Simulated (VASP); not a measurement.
Nb: single point with PBEsol

The system is Nb.

```
Nb
1.0
    -1.63642    1.63642    1.63642
     1.63642   -1.63642    1.63642
     1.63642    1.63642   -1.63642
Nb
1
Cartesian
  0.0000 0.0000 0.0000
```

```
Program                : VASP 6.6.1
Task                   : single point
Functional             : PBEsol
Potentials or basis    : VASP PAW PBE potentials, release 64 (Nb_sv)
Cutoff                 : 520 eV
k mesh                 : 24 × 24 × 24
Occupations            : fermi-dirac, width 0.1 eV
Spin                   : no spin polarisation
Dipole correction      : no
Further INCAR settings : ALGO = Normal; EDIFF = 1e-06; NBANDS = 12
```

```yaml
Pressure: -0.3 GPa
```

Levels at points of the mesh, in eV from the Fermi level:
| k point | band 4 | band 5 | band 6 | band 7 | band 8 | band 9 |
| --- | --- | --- | --- | --- | --- | --- |
| (0.00, 0.00, 0.00) | -29.50 | -6.04 | 0.34 | 0.34 | 0.34 | 3.34 |
| (0.50, 0.00, 0.00) | -29.52 | -3.87 | -1.76 | 2.40 | 3.39 | 4.10 |
| (0.50, 0.50, 0.50) | -30.52 | -3.91 | -3.91 | 5.81 | 5.81 | 5.81 |

Wall time 24 s on 1 thread of Intel(R) Xeon(R) 6975P-C (Granite Rapids), with other jobs on the host, peak memory 0.2 GiB.

Caveat: the PAW data sets were made with another functional, which shifts forces and pressure a little.
